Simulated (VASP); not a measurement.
# Ti2OsC6 (Fm-3m) in VASP: further runs

Runs on Ti2OsC6. Level: PBE. Tasks: single point, relaxation of cell and atoms.

All numbers are computed with VASP 6.6.1; they aren't measurements. Logs are shortened: lines on timing, memory, paths and dates and some standing lists are left out, and cuts for length are marked.

### 1 The cell of the first run

It takes space group Fm-3m (No. 225, cubic). The conventional cell has a = 6.706 Å, b = 6.706 Å, c = 6.706 Å, α = 90.00°, β = 90.00°, γ = 90.00°. Within 3.2 Å of Ti (site symmetry -43m) lie 12 C at 2.41 Å and 4 Os at 2.90 Å. Os (site symmetry m-3m) has 6 C at 2.10 Å and 8 Ti at 2.90 Å within 3.0 Å. C (site symmetry 4mm) has 5 C at 1.77 to 2.51 Å and 1 Os at 2.10 Å and 4 Ti at 2.41 Å within 2.6 Å.

The cell was generated, and may not be a known phase.

### 2 Single point, PBE

INCAR reads:

```
PREC = Accurate ; ENCUT = 520
EDIFF = 1E-6 ; ISMEAR = 0
SIGMA = 0.1 ; LREAL = False
LASPH = True ; NELM = 100
ALGO = Normal ; ISIF = 2
LWAVE = False ; LCHARG = False
GGA = PE ; NBANDS = 38
```

KPOINTS reads:

```
regular mesh
0
Gamma
  10 10 10
```

POSCAR reads:

```
Ti2OsC6
1.0
    0.0000000000      3.3531238965      3.3531238965
    3.3531238965      0.0000000000      3.3531238965
    3.3531238965      3.3531238965      0.0000000000
Ti Os C
2 1 6
Direct
    0.2500000000      0.2500000000      0.2500000000
    0.7500000000      0.7500000000      0.7500000000
    0.5000000000      0.5000000000      0.5000000000
    0.8129186715      0.1870813285      0.1870813285
    0.1870813285      0.8129186715      0.8129186715
    0.1870813285      0.8129186715      0.1870813285
    0.8129186715      0.1870813285      0.8129186715
    0.1870813285      0.1870813285      0.8129186715
    0.8129186715      0.8129186715      0.1870813285
```

Potentials or basis: VASP PAW PBE potentials, release 64 (Ti_sv, Os, C).

The run is started by

```
cat potpaw_PBE.64/Ti_sv/POTCAR potpaw_PBE.64/Os/POTCAR potpaw_PBE.64/C/POTCAR > POTCAR
mpirun -np 1 vasp_std > vasp.out
```

OUTCAR:

```text
PREC = Accurate
   ENCUT = 520
   EDIFF = 1E-6
   ISMEAR = 0
   LREAL = False
   LASPH = True
   NELM = 100
   ISIF = 2
   GGA = PE

 ion  position               nearest neighbor table
   1  0.250  0.250  0.250-   4 2.41   7 2.41   9 2.41   5 2.41   6 2.41   9 2.41   5 2.41   7 2.41
                             8 2.41   4 2.41   6 2.41   8 2.41   3 2.90   3 2.90   3 2.90   3 2.90
   2  0.750  0.750  0.750-   5 2.41   7 2.41   9 2.41   4 2.41   6 2.41   9 2.41   4 2.41   7 2.41
                             8 2.41   5 2.41   6 2.41   8 2.41   3 2.90   3 2.90   3 2.90   3 2.90
   3  0.500  0.500  0.500-   4 2.10   5 2.10   6 2.10   7 2.10   8 2.10   9 2.10   1 2.90   1 2.90
                             2 2.90   2 2.90   1 2.90   1 2.90   2 2.90   2 2.90
   4  0.813  0.187  0.187-   6 1.77   7 1.77   8 1.77   9 1.77   3 2.10   1 2.41   2 2.41   2 2.41
                             1 2.41
   5  0.187  0.813  0.813-   6 1.77   7 1.77   8 1.77   9 1.77   3 2.10   2 2.41   2 2.41   1 2.41
                             1 2.41
   6  0.187  0.813  0.187-   4 1.77   5 1.77   8 1.77   9 1.77   3 2.10   1 2.41   2 2.41   2 2.41
                             1 2.41
   7  0.813  0.187  0.813-   4 1.77   5 1.77   8 1.77   9 1.77   3 2.10   2 2.41   2 2.41   1 2.41
                             1 2.41
   8  0.187  0.187  0.813-   4 1.77   5 1.77   6 1.77   7 1.77   3 2.10   1 2.41   2 2.41   2 2.41
                             1 2.41
   9  0.813  0.813  0.187-   4 1.77   5 1.77   6 1.77   7 1.77   3 2.10   2 2.41   2 2.41   1 2.41
                             1 2.41

  LATTYP: Found a face centered cubic cell.
 ALAT       =     6.7062477930

  Lattice vectors:

 A1 = (   0.0000000000,   3.3531238965,   3.3531238965)
 A2 = (   3.3531238965,   0.0000000000,   3.3531238965)
 A3 = (   3.3531238965,   3.3531238965,   0.0000000000)

Analysis of symmetry for initial positions (statically):
=====================================================================
 Subroutine PRICEL returns:
 Original cell was already a primitive cell.

 Routine SETGRP: Setting up the symmetry group for a
 face centered cubic supercell.

 Subroutine GETGRP returns: Found 48 space group operations
 (whereof 48 operations were pure point group operations)
 out of a pool of 48 trial point group operations.

The static configuration has the point symmetry O_h .

Analysis of symmetry for dynamics (positions and initial velocities):
=====================================================================
 Subroutine PRICEL returns:
 Original cell was already a primitive cell.

 Routine SETGRP: Setting up the symmetry group for a
 face centered cubic supercell.

 Subroutine GETGRP returns: Found 48 space group operations
 (whereof 48 operations were pure point group operations)
[... 128 lines left out ...]
   NUPDOWN=      -1.0000    fix difference up-down
   EMIN   =  10.00;   EMAX   =-10.00  energy-range for DOS
   EFERMI =   0.00;   METHOD = LEGACY
   ISMEAR =     0;   SIGMA  =   0.10  broadening in eV -4-tet -1-fermi 0-gaus
   EFERMI_NEDOS =   21; number of points for ismear=-14 and -15
   IALGO  =     38    algorithm
   IMIX   =      4    mixing-type and parameters
     AMIX     =   0.40;   BMIX     =  1.00
     AMIX_MAG =   1.60;   BMIX_MAG =  1.00
  volume/ion in A,a.u.               =       8.38        56.54
  Fermi-wavevector in a.u.,A,eV,Ry     =   1.482556  2.801625 29.905247  2.197974
  Thomas-Fermi vector in A             =   2.596328
   LORBIT       =      0    0 simple, 1 ext, 2 COOP (PROOUT), +10 PAW based schemes
   GGA     = PE    functional components
   LHFCALC =     F    Hartree Fock is set to
   AEXX    =    0.0000 exact exchange contribution
   IVDW    =     0    specifies the selected vdW correction
   LEPSILON=     F    determine dielectric tensor
   LRPA    =     F    only Hartree local field effects (RPA)
 non-spin polarized calculation
 Gauss-broadening in eV      SIGMA  =   0.10
  energy-cutoff  :      520.00
  volume of cell :       75.40
 maximum number of plane-waves:      2085
   NGX = 17   NGY = 17   NGZ = 17

 number of electron      56.0000012 magnetization

 Free energy of the ion-electron system (eV)
  ---------------------------------------------------
  ext. energy  EPLUGINS =         0.00000000
  ---------------------------------------------------
  free energy    TOTEN  =       -69.97930964 eV

  energy without entropy =      -69.94378999  energy(sigma->0) =      -69.96154982

 E-fermi :  12.1431     XC(G=0): -13.3505

 val. band max:       12.1386581519   @ k =  -0.3000   0.3000   0.0000
 cond. band min:      12.1459613211   @ k =   0.5000   0.4000   0.1000
 fundamental gap:      0.0073031692
 Fermi energy:        12.1431150570

 k-point     1 :       0.0000    0.0000    0.0000
  band No.  band energies     occupation
      1     -45.9129      2.00000
      2     -45.8875      2.00000
      3     -22.2949      2.00000
      4     -22.2949      2.00000
      5     -22.2949      2.00000
      6     -22.2030      2.00000
[... 973 lines left out ...]
     37      14.1632      0.00000
     38      14.2180      0.00000

 [... further k-points ...]

------------------------ aborting loop because EDIFF is reached ----------------------------------------

  FORCE on cell =-STRESS in cart. coord.  units (eV):
  Direction    XX          YY          ZZ          XY          YZ          ZX
  --------------------------------------------------------------------------------------
  -------------------------------------------------------------------------------------
  Total        0.5961083      0.5961083      0.5961083      0.0000000     -0.0000000      0.0000000
  in kB       12.6665088     12.6665088     12.6665088      0.0000000     -0.0000000      0.0000000
  external PRESSURE =      12.6665088 kB  Pullay stress =       0.0000000 kB

 VOLUME and BASIS-vectors are now :
 -----------------------------------------------------------------------------
  energy-cutoff  :      520.00
  volume of cell :       75.40
      direct lattice vectors                 reciprocal lattice vectors
     0.000000000  3.353123897  3.353123897    -0.149114681  0.149114681  0.149114681
     3.353123897  0.000000000  3.353123897     0.149114681 -0.149114681  0.149114681
     3.353123897  3.353123897  0.000000000     0.149114681  0.149114681 -0.149114681

 POSITION                                       TOTAL-FORCE (eV/Angst)
 -----------------------------------------------------------------------------------
      1.67656      1.67656      1.67656         0.000000      0.000000      0.000000
      5.02969      5.02969      5.02969        -0.000000     -0.000000     -0.000000
      3.35312      3.35312      3.35312         0.000000      0.000000      0.000000
      1.25461      3.35312      3.35312        -0.101241      0.000000      0.000000
      5.45163      3.35312      3.35312         0.101241      0.000000      0.000000
      3.35312      1.25461      3.35312         0.000000     -0.101241      0.000000
      3.35312      5.45163      3.35312         0.000000      0.101241      0.000000
      3.35312      3.35312      1.25461         0.000000      0.000000     -0.101241
      3.35312      3.35312      5.45163         0.000000      0.000000      0.101241
 -----------------------------------------------------------------------------------
    total drift:                                0.000000      0.000000      0.000000

  FREE ENERGIE OF THE ION-ELECTRON SYSTEM (eV)
  ---------------------------------------------------
  free  energy   TOTEN  =       -69.9793096423 eV

  energy  without entropy=      -69.9437899947  energy(sigma->0) =      -69.96154982
```

Wall time 83 s (1 thread of Intel Xeon 6975P-C (Granite Rapids), shared host); peak memory 0.28 GiB.

What came out:

| Quantity | Value |
| --- | --- |
| Free energy | -69.9793 eV |
| Pressure | 1.3 GPa |
| Largest force | 0.101 eV/Å |
| Band gap on the k mesh | zero (bands 28 and 29 overlap by 0.68 eV) |

Forces in eV/Å, atoms in the order of the input:
```
Ti   0.000  0.000  0.000
Ti   0.000  0.000  0.000
Os   0.000  0.000  0.000
C   -0.101  0.000  0.000
C    0.101  0.000  0.000
C    0.000 -0.101  0.000
C    0.000  0.101  0.000
C    0.000  0.000 -0.101
C    0.000  0.000  0.101
```

Levels at points of the mesh, in eV from the Fermi level:
```
           k point  band 25  band 26  band 27  band 28  band 29  band 30  band 31  band 32
(0.00, 0.00, 0.00)    -1.49    -1.49    -0.39    -0.39    -0.39     1.05     1.05     1.29
(0.50, 0.00, 0.00)    -0.97    -0.97    -0.41    -0.41     0.14     0.70     0.70     0.83
(0.50, 0.50, 0.00)    -2.24    -1.82    -1.82    -0.14     0.05     0.22     0.29     0.52
```

Caveat: spin-orbit coupling is left out, which moves the levels of the heavy elements.

### 3 Relaxation of cell and atoms, PBE

INCAR reads:

```
  ALGO = Normal
  EDIFF = 1E-6
  EDIFFG = -0.01
  ENCUT = 600
  GGA = PE
  IBRION = 2
  ISIF = 3
  ISMEAR = 0
  LASPH = T
  LCHARG = F
  LREAL = F
  LWAVE = F
  NELM = 100
  NSW = 100
  PREC = Accurate
  SIGMA = 0.1
```

KPOINTS reads:

```
k-points
0
Gamma
  10 10 10
```

POSCAR reads:

```
Ti2OsC6
1.0
    0.0000000000      3.3519419768      3.3519419768
    3.3519419768      0.0000000000      3.3519419768
    3.3519419768      3.3519419768      0.0000000000
Ti Os C
2 1 6
Direct
    0.2500000000      0.2500000000      0.2500000000
    0.7500000000      0.7500000000      0.7500000000
    0.5000000000      0.5000000000      0.5000000000
    0.8143332272      0.1856667728      0.1856667728
    0.1856667728      0.8143332272      0.8143332272
    0.1856667728      0.8143332272      0.1856667728
    0.8143332272      0.1856667728      0.8143332272
    0.1856667728      0.1856667728      0.8143332272
    0.8143332272      0.8143332272      0.1856667728
```

Potentials or basis: VASP PAW PBE potentials, release 64 (Ti_sv, Os, C).

The run is started by

```
cat potpaw_PBE.64/Ti_sv/POTCAR potpaw_PBE.64/Os/POTCAR potpaw_PBE.64/C/POTCAR > POTCAR
mpirun -np 1 vasp_std > vasp.out
```

Wall time 6.5 min (1 thread of Intel Xeon 6975P-C (Granite Rapids), shared host); peak memory 0.33 GiB.

Results (log left out):

- Free energy: -69.9863 eV
- Relaxed volume: 8.41 Å³/atom
- Relaxed cell: a = 4.748 Å, b = 4.748 Å, c = 4.748 Å, α = 60.00°, β = 60.00°, γ = 60.00°
- Space group after relaxing (to 0.1 Å): Fm-3m (No. 225)
- Energy gained by relaxing: 0.5 meV/atom
- Ionic steps: 5
- Pressure after relaxing: 0.0 GPa
- Band gap on the k mesh: zero (bands 28 and 29 overlap by 0.67 eV)

Step by step:
| step | energy change (eV) | largest force (eV/Å) | pressure (GPa) | volume (Å³) |
| --- | --- | --- | --- | --- |
| 1 | 0.0000 | 0.1499 | 1.37 | 75.32 |
| 2 | -0.0020 | 0.0340 | -1.48 | 76.11 |
| 3 | -0.0038 | 0.0390 | -0.37 | 75.78 |
| 4 | -0.0040 | 0.0208 | 0.18 | 75.64 |
| 5 | -0.0041 | 0.0006 | 0.03 | 75.69 |

Final structure:
```
Ti Os C
1.0
     0.00000    3.35739    3.35739
     3.35739    0.00000    3.35739
     3.35739    3.35739    0.00000
Ti Os C
2 1 6
Direct
  0.25000 0.25000 0.25000
  0.75000 0.75000 0.75000
  0.50000 0.50000 0.50000
  0.81348 0.18652 0.18652
  0.18652 0.81348 0.81348
  0.18652 0.81348 0.18652
  0.81348 0.18652 0.81348
  0.18652 0.18652 0.81348
  0.81348 0.81348 0.18652
```

Levels at points of the mesh, in eV from the Fermi level:
| k point | band 26 | band 27 | band 28 | band 29 | band 30 | band 31 |
| --- | --- | --- | --- | --- | --- | --- |
| (0.00, 0.00, 0.00) | -1.47 | -0.38 | -0.38 | -0.38 | 1.04 | 1.04 |
| (0.50, 0.00, 0.00) | -0.96 | -0.39 | -0.39 | 0.14 | 0.69 | 0.69 |
| (0.50, 0.50, 0.00) | -1.81 | -1.81 | -0.15 | 0.05 | 0.21 | 0.30 |

Caveat: spin-orbit coupling is left out, which moves the levels of the heavy elements.
